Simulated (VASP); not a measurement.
# CoSi2 (Pm) in VASP: single point with PBEsol

Aim: the single point of CoSi2 with PBEsol.

All numbers are computed with VASP 6.6.1; they aren't measurements. Logs are shortened: lines on timing, memory, paths and dates and some standing lists are left out, and cuts for length are marked.

### Step 1. The cell of the first run

The structure is monoclinic, space group Pm (No. 6). Conventional cell: a = 3.757 Å, b = 3.757 Å, c = 10.652 Å, α = 90.00°, β = 94.04°, γ = 90.00°. Within 3.0 Å of Co (site symmetry m) lie 8 Si at 2.30 Å. Within 3.0 Å of Co (site symmetry m) lie 8 Si at 2.30 Å. Within 3.0 Å of Co (site symmetry m) lie 8 Si at 2.30 Å. Co (site symmetry m) has 7 Si at 1.74 to 2.42 Å within 2.5 Å. Si (site symmetry m) has 3 Co at 1.74 to 2.30 Å within 2.4 Å. Si (site symmetry m) has 4 Co at 2.30 Å and 6 Si at 2.66 Å within 3.0 Å. Within 3.0 Å of Si (site symmetry m) lie 4 Co at 2.30 Å and 6 Si at 2.66 Å. Si (site symmetry m) has 4 Co at 2.30 Å and 6 Si at 2.66 to 2.76 Å within 3.0 Å.

### Step 2. Single point, PBEsol (the part above a cut slid along it)

Contents of INCAR:

```
ALGO = Fast
EDIFF = 1E-6
ENCUT = 520
GGA = PS
ISIF = 2
ISMEAR = 0
LASPH = True
LCHARG = False
LREAL = False
LWAVE = False
NBANDS = 46
NELM = 60
PREC = Accurate
SIGMA = 0.15
```

Contents of KPOINTS:

```
k-points
0
Gamma
  12 12 5
```

Contents of POSCAR:

```
CoSi2
1.0
   -2.6562539695     -2.6562539695      0.0000000000
    2.6562539695     -2.6562539695      0.0000000000
   -0.5312507939     -0.5312507939     10.6250158778
Co Si
4 8
Direct
    0.4625000000      0.5000000000      0.1875000000
   -0.0875000000      0.0000000000      0.4375000000
    0.3625000000      0.5000000000      0.6875000000
   -0.1875000000      0.0000000000      0.9375000000
    0.4875000000      0.0000000000      0.0625000000
   -0.0625000000      0.5000000000      0.3125000000
    0.3875000000      0.0000000000      0.5625000000
   -0.1625000000      0.5000000000      0.8125000000
    0.4375000000      0.0000000000      0.3125000000
   -0.1125000000      0.5000000000      0.5625000000
    0.3375000000      0.0000000000      0.8125000000
   -0.0125000000      0.5000000000      0.0625000000
```

Potentials or basis: VASP PAW PBE potentials, release 64 (Co, Si).

The run is started by

```sh
> cat potpaw_PBE.64/Co/POTCAR potpaw_PBE.64/Si/POTCAR > POTCAR
> mpirun -np 1 vasp_std > vasp.out
```

OUTCAR:

```text
EDIFF = 1E-6
   ENCUT = 520
   GGA = PS
   ISIF = 2
   ISMEAR = 0
   LASPH = True
   LREAL = False
   NELM = 60
   PREC = Accurate

 ion  position               nearest neighbor table
   1  0.462  0.500  0.188-  12 2.30   6 2.30   9 2.30   5 2.30   9 2.30   5 2.30  12 2.30   6 2.30

   2  0.913  0.000  0.438-   9 2.30   7 2.30  10 2.30   6 2.30  10 2.30   6 2.30   7 2.30   9 2.30

   3  0.362  0.500  0.688-  10 2.30   8 2.30  11 2.30   7 2.30  11 2.30   7 2.30   8 2.30  10 2.30

   4  0.812  0.000  0.938-   5 1.74  11 2.30   8 2.30   8 2.30  11 2.30  12 2.42  12 2.42   5 2.95

   5  0.487  0.000  0.062-   4 1.74   1 2.30   1 2.30   9 2.66  12 2.66  12 2.66  12 2.66  12 2.66
                            11 2.76   4 2.95
   6  0.938  0.500  0.312-   1 2.30   2 2.30   2 2.30   1 2.30  12 2.66  10 2.66   9 2.66   9 2.66
                             9 2.66   9 2.66
   7  0.388  0.000  0.562-   2 2.30   3 2.30   3 2.30   2 2.30  11 2.66   9 2.66  10 2.66  10 2.66
                            10 2.66  10 2.66
   8  0.837  0.500  0.812-   3 2.30   4 2.30   4 2.30   3 2.30  10 2.66  11 2.66  11 2.66  11 2.66
                            11 2.66  12 2.76
   9  0.438  0.000  0.312-   2 2.30   1 2.30   1 2.30   2 2.30   5 2.66   7 2.66   6 2.66   6 2.66
                             6 2.66   6 2.66
  10  0.888  0.500  0.562-   3 2.30   2 2.30   2 2.30   3 2.30   6 2.66   8 2.66   7 2.66   7 2.66
                             7 2.66   7 2.66
  11  0.337  0.000  0.812-   4 2.30   3 2.30   3 2.30   4 2.30   7 2.66   8 2.66   8 2.66   8 2.66
                             8 2.66   5 2.76
  12  0.987  0.500  0.062-   1 2.30   1 2.30   4 2.42   4 2.42   6 2.66   5 2.66   5 2.66   5 2.66
                             5 2.66   8 2.76

  LATTYP: Found a simple monoclinic cell.
 ALAT       =     3.7565103888
 B/A-ratio  =     1.0000000000
 C/A-ratio  =     2.8354893757
 COS(beta)  =    -0.0705345616

  Lattice vectors:

 A1 = (  -2.6562539695,  -2.6562539695,   0.0000000000)
 A2 = (  -2.6562539695,   2.6562539695,   0.0000000000)
 A3 = (   0.5312507939,   0.5312507939, -10.6250158778)

Analysis of symmetry for initial positions (statically):
=====================================================================
 Subroutine PRICEL returns:
 Original cell was already a primitive cell.

 Routine SETGRP: Setting up the symmetry group for a
 simple monoclinic supercell.

 Subroutine GETGRP returns: Found  2 space group operations
 (whereof  2 operations were pure point group operations)
 out of a pool of  4 trial point group operations.

The static configuration has the point symmetry C_1h.

Analysis of symmetry for dynamics (positions and initial velocities):
=====================================================================
 Subroutine PRICEL returns:
 Original cell was already a primitive cell.

 Routine SETGRP: Setting up the symmetry group for a
 simple monoclinic supercell.

 Subroutine GETGRP returns: Found  2 space group operations
 (whereof  2 operations were pure point group operations)
 out of a pool of  4 trial point group operations.

The dynamic configuration has the point symmetry C_1h.

 Subroutine INISYM returns: Found  2 space group operations
 (whereof  2 operations are pure point group operations),
 and found     1 'primitive' translations

----------------------------------------------------------------------------------------

                                     Primitive cell

  volume of cell :     149.9335

  direct lattice vectors                    reciprocal lattice vectors
    -2.656253969 -2.656253969  0.000000000    -0.188235013 -0.188235013 -0.018823501
     2.656253969 -2.656253969  0.000000000     0.188235013 -0.188235013  0.000000000
    -0.531250794 -0.531250794 10.625015878     0.000000000  0.000000000  0.094117506

  length of vectors
     3.756510389  3.756510389 10.651545297     0.266869189  0.266204508  0.094117506

  position of ions in fractional coordinates (direct lattice)
     0.462500000  0.500000000  0.187500000
     0.912500000  0.000000000  0.437500000
     0.362500000  0.500000000  0.687500000
     0.812500000  0.000000000  0.937500000
     0.487500000  0.000000000  0.062500000
     0.937500000  0.500000000  0.312500000
     0.387500000  0.000000000  0.562500000
     0.837500000  0.500000000  0.812500000
     0.437500000  0.000000000  0.312500000
     0.887500000  0.500000000  0.562500000
     0.337500000  0.000000000  0.812500000
     0.987500000  0.500000000  0.062500000

  ion indices of the primitive-cell ions
   primitive index   ion index
                 1           1
                 2           2
                 3           3
                 4           4
                 5           5
                 6           6
                 7           7
                 8           8
                 9           9
                10          10
                11          11
                12          12

----------------------------------------------------------------------------------------

 KPOINTS: k-points

Automatic generation of k-mesh.
 Grid dimensions read from file:
 generate k-points for:   12   12    5

 Generating k-lattice:

  Cartesian coordinates                     Fractional coordinates (reciprocal lattice)
    -0.015686251 -0.015686251 -0.001568625     0.083333333  0.000000000  0.000000000
     0.015686251 -0.015686251  0.000000000     0.000000000  0.083333333  0.000000000
     0.000000000  0.000000000  0.018823501     0.000000000  0.000000000  0.200000000

  Length of vectors
     0.022239099  0.022183709  0.018823501

  Shift w.r.t. Gamma in fractional coordinates (k-lattice)
     0.000000000  0.000000000  0.000000000

 Subroutine IBZKPT returns following result:
 ===========================================

 Found    217 irreducible k-points:

 Following reciprocal coordinates:
            Coordinates               Weight
  0.000000  0.000000  0.000000      1.000000
  0.083333  0.000000  0.000000      2.000000
  0.166667  0.000000  0.000000      2.000000
  0.250000  0.000000 -0.000000      2.000000
  0.333333  0.000000 -0.000000      2.000000
  0.416667  0.000000 -0.000000      2.000000
[... 16 lines left out ...]
  0.083333  0.250000  0.000000      4.000000
  0.166667  0.250000 -0.000000      4.000000
 [... further k-points ...]
   k-points           NKPTS =    217   k-points in BZ     NKDIM =    217   number of bands    NBANDS=     46
   number of dos      NEDOS =    301   number of ions     NIONS =     12
   total plane-waves  NPLWV =  62720
   dimension x,y,z NGX =    28 NGY =   28 NGZ =   80
   dimension x,y,z NGXF=    56 NGYF=   56 NGZF=  160
   ions per type =               4   8
   NGX,Y,Z   is equivalent  to a cutoff of  12.39, 12.39, 12.49 a.u.
   NGXF,Y,Z  is equivalent  to a cutoff of  24.78, 24.78, 24.97 a.u.
 SYSTEM =  unknown system
   PREC   = accura    normal or accurate (medium, high low for compatibility)
   ISTART =      0    job   : 0-new  1-cont  2-samecut
   ICHARG =      2    charge: 1-file 2-atom 10-const
   ISPIN  =      1    spin polarized calculation?
   LNONCOLLINEAR =      F non collinear calculations
   LSORBIT =      F    spin-orbit coupling
   LASPH  =      T    aspherical Exc in radial PAW
   ENCUT  =  520.0 eV  38.22 Ry    6.18 a.u.   6.98  6.98 19.80*2*pi/ulx,y,z
   NELM   =     60;   NELMIN=  2; NELMDL= -5     # of ELM steps
   EDIFF  = 0.1E-05   stopping-criterion for ELM
   LREAL  =      F    real-space projection
   EDIFFG = 0.1E-04   stopping-criterion for IOM
   NSW    =      0    number of steps for IOM
   IBRION =     -1    ionic relax: 0-MD 1-quasi-New 2-CG
   NFREE  =      0    steps in history (QN), initial steepest desc. (CG)
   ISIF   =      2    stress and relaxation
   ISYM   =      2    0-nonsym 1-usesym 2-fastsym
   POTIM  = 0.5000    time-step for ionic-motion
   TEBEG  =    0.0;   TEEND  =   0.0 temperature during run
   PSTRESS=    0.0 pullay stress
   NELECT =      68.0000    total number of electrons
   NUPDOWN=      -1.0000    fix difference up-down
   EMIN   =  10.00;   EMAX   =-10.00  energy-range for DOS
   EFERMI =   0.00;   METHOD = LEGACY
   ISMEAR =     0;   SIGMA  =   0.15  broadening in eV -4-tet -1-fermi 0-gaus
   EFERMI_NEDOS =   21; number of points for ismear=-14 and -15
   IALGO  =     68    algorithm
   IMIX   =      4    mixing-type and parameters
     AMIX     =   0.40;   BMIX     =  1.00
     AMIX_MAG =   1.60;   BMIX_MAG =  1.00
  volume/ion in A,a.u.               =      12.49        84.32
  Fermi-wavevector in a.u.,A,eV,Ry     =   1.257800  2.376897 21.525240  1.582060
  Thomas-Fermi vector in A             =   2.391441
   LORBIT       =      0    0 simple, 1 ext, 2 COOP (PROOUT), +10 PAW based schemes
   GGA     = PS    functional components
   LHFCALC =     F    Hartree Fock is set to
   AEXX    =    0.0000 exact exchange contribution
   IVDW    =     0    specifies the selected vdW correction
   LEPSILON=     F    determine dielectric tensor
   LRPA    =     F    only Hartree local field effects (RPA)
 non-spin polarized calculation
 RMM-DIIS sequential band-by-band and
 Gauss-broadening in eV      SIGMA  =   0.15
  energy-cutoff  :      520.00
  volume of cell :      149.93
 maximum number of plane-waves:      4066
   NGX = 13   NGY = 13   NGZ = 39

 number of electron      67.9999982 magnetization

 Free energy of the ion-electron system (eV)
  ---------------------------------------------------
  ext. energy  EPLUGINS =         0.00000000
  ---------------------------------------------------
  free energy    TOTEN  =       -81.08225900 eV

  energy without entropy =      -81.03410302  energy(sigma->0) =      -81.05818101

 E-fermi :  10.3609     XC(G=0): -11.9606

 val. band max:       10.3599847502   @ k =   0.0000   0.1667   0.4000
 cond. band min:      10.3610997437   @ k =  -0.1667   0.4167   0.2000
 fundamental gap:      0.0011149936
 Fermi energy:        10.3608559944

 k-point     1 :       0.0000    0.0000    0.0000
  band No.  band energies     occupation
      1      -2.9607      2.00000
      2      -1.7205      2.00000
      3      -1.6515      2.00000
      4       1.2099      2.00000
      5       3.0226      2.00000
      6       3.9112      2.00000
[... 38 lines left out ...]
     45      14.0932      0.00000
     46      14.6825      0.00000

 k-point     2 :       0.0833    0.0000    0.0000
  band No.  band energies     occupation
      1      -2.8885      2.00000
      2      -1.6728      2.00000
      3      -1.5612      2.00000
      4       1.2609      2.00000
      5       3.0944      2.00000
      6       3.7129      2.00000
[... 38 lines left out ...]
     45      14.5622      0.00000
     46      15.3494      0.00000

 k-point     3 :       0.1667    0.0000    0.0000
  band No.  band energies     occupation
      1      -2.6728      2.00000
      2      -1.5048      2.00000
      3      -1.3175      2.00000
      4       1.4137      2.00000
      5       3.0915      2.00000
      6       3.3390      2.00000
[... 38 lines left out ...]
     45      15.2198      0.00000
     46      15.3316      0.00000

 k-point     4 :       0.2500    0.0000   -0.0000
  band No.  band energies     occupation
      1      -2.3161      2.00000
      2      -1.2058      2.00000
      3      -0.9386      2.00000
      4       1.6667      2.00000
      5       2.2516      2.00000
      6       2.9846      2.00000
[... 920 lines left out ...]
     45      15.0924      0.00000
     46      15.3087      0.00000

 k-point    23 :       0.0833    0.2500    0.0000
  band No.  band energies     occupation
      1      -2.2488      2.00000
      2      -1.0628      2.00000
      3      -0.9534      2.00000
      4       1.7412      2.00000
      5       2.2533      2.00000
      6       3.1708      2.00000
[... 38 lines left out ...]
     45      15.2440      0.00000
     46      15.4380      0.00000

 k-point    24 :       0.1667    0.2500   -0.0000
  band No.  band energies     occupation
      1      -2.0358      2.00000
      2      -0.8963      2.00000
      3      -0.7134      2.00000
      4       1.8851      2.00000
      5       2.3152      2.00000
      6       3.1685      2.00000
[... 38 lines left out ...]
     45      15.0792      0.00000
     46      15.4289      0.00000

 [... further k-points ...]

------------------------ aborting loop because EDIFF is reached ----------------------------------------

  FORCE on cell =-STRESS in cart. coord.  units (eV):
  Direction    XX          YY          ZZ          XY          YZ          ZX
  --------------------------------------------------------------------------------------
  -------------------------------------------------------------------------------------
  Total        4.4190557      4.4190557     11.1462302      5.3147037      9.9936573      9.9936567
  in kB       47.2216631     47.2216631    119.1076935     56.7924839    106.7913953    106.7913880
  external PRESSURE =      71.1836732 kB  Pullay stress =       0.0000000 kB

 VOLUME and BASIS-vectors are now :
 -----------------------------------------------------------------------------
  energy-cutoff  :      520.00
  volume of cell :      149.93
      direct lattice vectors                 reciprocal lattice vectors
    -2.656253969 -2.656253969  0.000000000    -0.188235013 -0.188235013 -0.018823501
     2.656253969 -2.656253969  0.000000000     0.188235013 -0.188235013  0.000000000
    -0.531250794 -0.531250794 10.625015878     0.000000000  0.000000000  0.094117506

 POSITION                                       TOTAL-FORCE (eV/Angst)
 -----------------------------------------------------------------------------------
      0.00000     -2.65625      1.99219         0.339597      0.339597     -0.151279
     -2.65625     -2.65625      4.64844        -0.012374     -0.012374     -0.064038
      0.00000     -2.65625      7.30470        -0.017797     -0.017797      0.046482
     -2.65625     -2.65625      9.96095        -5.964257     -5.964257     -8.306274
     -1.32813     -1.32813      0.66406         5.582220      5.582220      8.621472
     -1.32813     -3.98438      3.32032         0.126401      0.126401      0.039929
     -1.32813     -1.32813      5.97657        -0.027576     -0.027576     -0.000264
     -1.32813     -3.98438      8.63283        -0.020919     -0.020919      0.081350
     -1.32813     -1.32813      3.32032        -0.029660     -0.029660      0.097599
     -1.32813     -3.98438      5.97657         0.020131      0.020131     -0.016070
     -1.32813     -1.32813      8.63283        -0.455848     -0.455848     -0.141002
     -1.32813     -3.98438      0.66406         0.460081      0.460081     -0.207904
 -----------------------------------------------------------------------------------
    total drift:                                0.000072      0.000072     -0.000028

  FREE ENERGIE OF THE ION-ELECTRON SYSTEM (eV)
  ---------------------------------------------------
  free  energy   TOTEN  =       -81.0822590034 eV

  energy  without entropy=      -81.0341030169  energy(sigma->0) =      -81.05818101
```

It took 44 min on 1 thread of Oxide Virtual Turin-like, shared host; peak memory 1 GiB.

Results:

```
Free energy            : -81.0823 eV
Pressure               : 7.1 GPa
Largest force          : 11.838 eV/Å
Band gap on the k mesh : zero (bands 34 and 35 overlap by 2.46 eV)
```

Forces in eV/Å, atoms in the order of the input:
```
Co   0.340  0.340 -0.151
Co  -0.012 -0.012 -0.064
Co  -0.018 -0.018  0.046
Co  -5.964 -5.964 -8.306
Si   5.582  5.582  8.621
Si   0.126  0.126  0.040
Si  -0.028 -0.028  0.000
Si  -0.021 -0.021  0.081
Si  -0.030 -0.030  0.098
Si   0.020  0.020 -0.016
Si  -0.456 -0.456 -0.141
Si   0.460  0.460 -0.208
```

Stress tensor (GPa, compression positive):
```
 4.72  5.68 10.68
 5.68  4.72 10.68
10.68 10.68 11.91
```

Caveat: the cell differs from its parent crystal (the part above a cut slid along it); atoms lie so close that the PAW spheres overlap strongly, which falsifies energies and pressures; the stress differs along the axes, from 5 to 12 GPa; the PAW data sets were made with another functional, which shifts forces and pressure a little. Spin polarisation is off, so any magnetic state and its effect on volume and gap are missing.
